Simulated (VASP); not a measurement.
Mg: single point with PBE

The system is Mg.

```
CELL_PARAMETERS angstrom
3.19531 0.00000 0.00000
-1.59766 2.76722 0.00000
0.00000 0.00000 5.18794
ATOMIC_POSITIONS crystal
Mg 0.33333 0.66667 0.25000
Mg 0.66667 0.33333 0.75000
```

```json
{"Program": "VASP 6.6.1", "Task": "single point", "Functional": "PBE", "Potentials or basis": "VASP PAW PBE potentials, release 64 (Mg)", "Cutoff": "520 eV", "k mesh": "11 × 11 × 6", "Occupations": "methfessel-paxton, width 1 eV", "Spin": "no spin polarisation", "Dipole correction": "no", "Further INCAR settings": "ALGO = Normal; EDIFF = 1e-07; NBANDS = 9"}
```

* Pressure: -0.1 GPa
* Band gap on the k mesh: zero (bands 2 and 3 overlap by 2.11 eV)

Stress tensor (GPa, compression positive):
```
-0.05  0.00  0.00
 0.00 -0.05  0.00
 0.00  0.00 -0.15
```

Levels at points of the mesh, in eV from the Fermi level:
| k point | band 1 | band 2 | band 3 | band 4 | band 5 |
| --- | --- | --- | --- | --- | --- |
| (0.00, 0.00, 0.00) | -6.94 | -1.69 | -1.25 | 10.94 | 10.94 |
| (0.00, 0.00, 0.50) | -5.55 | -5.55 | 5.03 | 5.03 | 11.69 |

Wall time 32 s on 1 thread of AMD EPYC 7R13 (shared host), peak memory 0.14 GiB.

Caveat: so wide a smearing shifts energies and pressures.
